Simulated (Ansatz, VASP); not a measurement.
# Two plane-wave programs on NaI

Contents of INCAR:

```
PREC = Accurate
ENCUT = 600
EDIFF = 1E-7
ISMEAR = -1
SIGMA = 0.05
LREAL = F
LASPH = T
NELM = 60
ALGO = Normal
ISIF = 3
LWAVE = F
LCHARG = F
GGA = PS
IVDW = 13
IBRION = 2
NSW = 60
EDIFFG = -0.01
```

Contents of KPOINTS:

```
Automatic mesh
0
Gamma
  7 7 7
```

Contents of POSCAR:

```
NaI
1.0
    0.0000000000      3.2364000000      3.2364000000
    3.2364000000      0.0000000000      3.2364000000
    3.2364000000      3.2364000000      0.0000000000
I Na
1 1
Direct
    0.5000000000      0.5000000000      0.5000000000
    0.0000000000      0.0000000000      0.0000000000
```

Contents of input.yaml:

```yaml
crystal:
  lattice:
    - [0.0, 3.2364, 3.2364]
    - [3.2364, 0.0, 3.2364]
    - [3.2364, 3.2364, 0.0]
  atoms:
    - { symbol: I, position: [0.5, 0.5, 0.5] }
    - { symbol: Na, position: [0.0, 0.0, 0.0] }
hamiltonian:
  xc: pbesol
  pseudopotentials: { kind: paw }
  dispersion: d4
kpoints:
  mp_grid: { grid: [7, 7, 7] }
scf:
  occupations: { method: fermi_dirac, width: 0.05 }
output:
  forces: true
  stress: true
  eigenvalues: true
  write_density: true
  write_potential: true
  elf: true
  volumetric_format: npy
relax:
  f_tol: 0.01
  max_steps: 40
  cell: { stress_tol: 0.05 }
```

Alike in both runs: task relaxation of cell and atoms; functional PBEsol; dispersion D4; k mesh 7 × 7 × 7; occupations fermi-dirac, width 0.05 eV; no spin polarisation.

|  | VASP | Ansatz |
| --- | --- | --- |
| version | VASP 6.6.1 | Ansatz 0.2.0 |
| potentials or method | VASP PAW PBE potentials, release 64 (I, Na_pv) | Ansatz PAW |
| plane-wave cutoff (eV) | 600 | 420 |
| valence electrons in the cell | 14 | 26 |

```csv
,VASP,Ansatz,Ansatz less VASP
"gap on the k mesh at the Fermi level, each at its own relaxed structure (eV)",3.66,3.67,+0.012
relaxed volume (Å³/atom),32.04,31.96,-0.083
relaxed length of the cell vector where the two differ most in proportion (Å),4.492,4.488,-0.0039
```

VASP's potentials were made for PBE, not for PBEsol. VASP's potentials hold 14 valence electrons a cell and Ansatz's 26, so a difference there can come from the potentials and not from the codes.

Spin-orbit coupling is off throughout. Noted on Ansatz's run: odd divisions of the mesh miss points on the zone boundary, where band edges often lie, so the gap on the mesh can be too wide; the plane-wave basis is chosen anew once the cell has moved, so the energies of steps on either side of that aren't comparable.
